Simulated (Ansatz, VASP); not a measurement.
**Sb in VASP and in Ansatz**

The input INCAR:

```
  ALGO = Normal
  EDIFF = 1E-7
  ENCUT = 520
  GGA = PS
  ISIF = 2
  ISMEAR = -1
  LASPH = T
  LCHARG = T
  LELF = T
  LREAL = F
  LVHAR = T
  LWAVE = F
  NBANDS = 8
  NELM = 100
  PREC = Accurate
  SIGMA = 0.05
```

Contents of KPOINTS:

```
k-points
0
Gamma
  10 10 10
```

POSCAR

```
Sb
1.0
   -0.0167630000      2.3807070000      2.4016500000
    2.3697530000      0.0443490000      2.3405380000
    2.4096310000      2.3594730000      0.0044710000
Sb
1
Direct
   -0.0075380000      0.0130910000     -0.0107430000
```

The input input.yaml:

```yaml
crystal:
  lattice:
    - [-0.016763, 2.380707, 2.40165]
    - [2.369753, 0.044349, 2.340538]
    - [2.409631, 2.359473, 0.004471]
  atoms:
    - { symbol: Sb, position: [-0.007538, 0.013091, -0.010743] }
kpoints:
  mp_grid: { grid: [10, 10, 10] }
scf:
  occupations: { method: fermi_dirac, width: 0.05 }
hamiltonian:
  xc: pbesol
  pseudopotentials: { kind: all_electron, lapw: { basis_error: 0.001 } }
output:
  forces: true
  stress: true
  eigenvalues: true
  populations: true
```

Change from the starting cell: cell strained at random at fixed volume.

Alike in both runs: task single point; functional PBEsol; k mesh 10 × 10 × 10; occupations fermi-dirac, width 0.05 eV; no spin polarisation.

```csv
,VASP,Ansatz
version,VASP 6.6.1,Ansatz 0.2.0
potentials or method,"VASP PAW PBE potentials, release 64 (Sb), cutoff 520 eV","all-electron LAPW, scalar-relativistic"
```

```csv
,VASP,Ansatz,Ansatz less VASP
gap on the k mesh at the Fermi level (eV),none,none,-
pressure (GPa),-1.3,-1.3,+0.04
"traceless stress, the component that is largest in VASP (GPa)",0.42,0.42,-0.002
```

VASP's potentials were made for PBE, not for PBEsol. A gap of «none» marks a metal or a gap that the smearing closes. Ansatz ran all-electron here, and VASP with PAW potentials.

Neither program's run includes spin-orbit coupling.
